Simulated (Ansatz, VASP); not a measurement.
**Te2Mo: VASP beside Ansatz**

File INCAR:

```
ALGO = Normal
EDIFF = 1E-7
ENCUT = 520
GGA = PS
ISIF = 2
ISMEAR = -1
LASPH = T
LCHARG = F
LREAL = F
LWAVE = F
NBANDS = 35
NELM = 80
PREC = Accurate
SIGMA = 0.05
```

KPOINTS

```
k-points
0
Gamma
  4 8 1
```

POSCAR

```
Te2Mo
1.0
    6.3616090156      0.0000000000      0.0000000000
    0.0000000000      3.4804030600      0.0000000000
   -0.0857412231      0.0000000000     36.1758904685
Te Mo
4 2
Direct
    0.4329200000      0.7510310000      0.5407650000
    0.5749750000      0.2575770000      0.4590390000
    0.9171280000      0.2519140000      0.5567750000
    0.0794400000      0.7373410000      0.4438280000
    0.1841300000      0.2597480000      0.4974690000
    0.8177650000      0.7506720000      0.5017880000
```

File input.yaml:

```yaml
crystal:
  lattice:
    - [6.3616090156, 0.0, 0.0]
    - [0.0, 3.48040306, 0.0]
    - [-0.0857412231, 0.0, 36.1758904685]
  atoms:
    - { symbol: Te, position: [0.43292, 0.751031, 0.540765] }
    - { symbol: Te, position: [0.574975, 0.257577, 0.459039] }
    - { symbol: Te, position: [0.917128, 0.251914, 0.556775] }
    - { symbol: Te, position: [0.07944, 0.737341, 0.443828] }
    - { symbol: Mo, position: [0.18413, 0.259748, 0.497469] }
    - { symbol: Mo, position: [0.817765, 0.750672, 0.501788] }
hamiltonian:
  xc: pbesol
  pseudopotentials: { kind: paw }
kpoints:
  mp_grid: { grid: [4, 8, 1] }
scf:
  occupations: { method: fermi_dirac, width: 0.05 }
output:
  forces: true
  stress: true
  eigenvalues: true
  write_density: true
  write_potential: true
  elf: true
  volumetric_format: npy
```

Change from the starting cell: atoms moved at random, drawn with an rms of 0.05 Å.

Alike in both runs: task single point; functional PBEsol; k mesh 4 × 8 × 1; occupations fermi-dirac, width 0.05 eV; no spin polarisation.

```csv
,VASP,Ansatz
version,VASP 6.6.1,Ansatz 0.2.0
potentials or method,"VASP PAW PBE potentials, release 64 (Te, Mo_sv)",Ansatz PAW
plane-wave cutoff (eV),520,420
valence electrons in the cell,52,92
```

Ansatz gave:

```
gap on the k mesh at the Fermi level (eV) : none
rms of the force components (eV/Å)        : 0.284
```

Question: Estimate VASP's values.

Answer: gap on the k mesh at the Fermi level (eV): none; rms of the force components (eV/Å): 0.280.

VASP's potentials were made for PBE, not for PBEsol. Atom by atom the forces differ by 0.012 eV/Å (rms over components). A gap of «none» marks a metal or a gap that the smearing closes. VASP's potentials hold 52 valence electrons a cell and Ansatz's 92, so a difference there can come from the potentials and not from the codes.

Neither program's run includes spin-orbit coupling.
